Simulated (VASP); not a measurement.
A run of VASP 6.6.1 is set up as follows.

INCAR

```
ALGO     = Normal         # electronic algorithm
EDIFF    = 1E-6           # SCF threshold, eV
ENCUT    = 520            # plane-wave cutoff, eV
GGA      = PE             # functional
ISIF     = 2              # what is computed and relaxed
ISMEAR   = -1             # smearing method
LASPH    = T              # aspherical terms in the spheres
LCHARG   = F              # write CHGCAR
LREAL    = F              # projectors in reciprocal space
LWAVE    = F              # write WAVECAR
NBANDS   = 50             # bands
NELM     = 100            # most SCF steps
PREC     = Accurate       # precision mode
SIGMA    = 0.02           # smearing width, eV
```

The input KPOINTS:

```
k-points
0
Gamma
  12 12 2
```

File POSCAR:

```
GeSb4Te7
1.0
    4.2656559796      0.0000000000      0.0000000000
   -2.1328279898      3.6941664421      0.0000000000
    0.0000000000      0.0000000000     24.2241478557
Ge Sb Te
1 4 7
Direct
    0.0000000000      0.0000000000      0.5000000000
    0.6666666667      0.3333333333      0.9182117396
    0.3333333333      0.6666666667      0.3480243046
    0.3333333333      0.6666666667      0.0817882604
    0.6666666667      0.3333333333      0.6519756954
    0.3333333333      0.6666666667      0.8477998835
    0.6666666667      0.3333333333      0.1522001165
    0.0000000000      0.0000000000      0.7219453688
    0.6666666667      0.3333333333      0.4308888333
    0.3333333333      0.6666666667      0.5691111667
    0.0000000000      0.0000000000      0.0000000000
    0.0000000000      0.0000000000      0.2780546312
```

Potentials or basis: VASP PAW PBE potentials, release 64 (Ge_d, Sb, Te).

Command:

```bash
$ cat potpaw_PBE.64/Ge_d/POTCAR potpaw_PBE.64/Sb/POTCAR potpaw_PBE.64/Te/POTCAR > POTCAR
$ mpirun -np 1 vasp_std > vasp.out
```

(1) Estimate the band gap on the k mesh.

(2) Estimate the largest force.

## Answers

(1) 0.31 eV, direct.

(2) 0.206 eV/Å.

Caveat: spin-orbit coupling is left out, which moves the levels of the heavy elements.
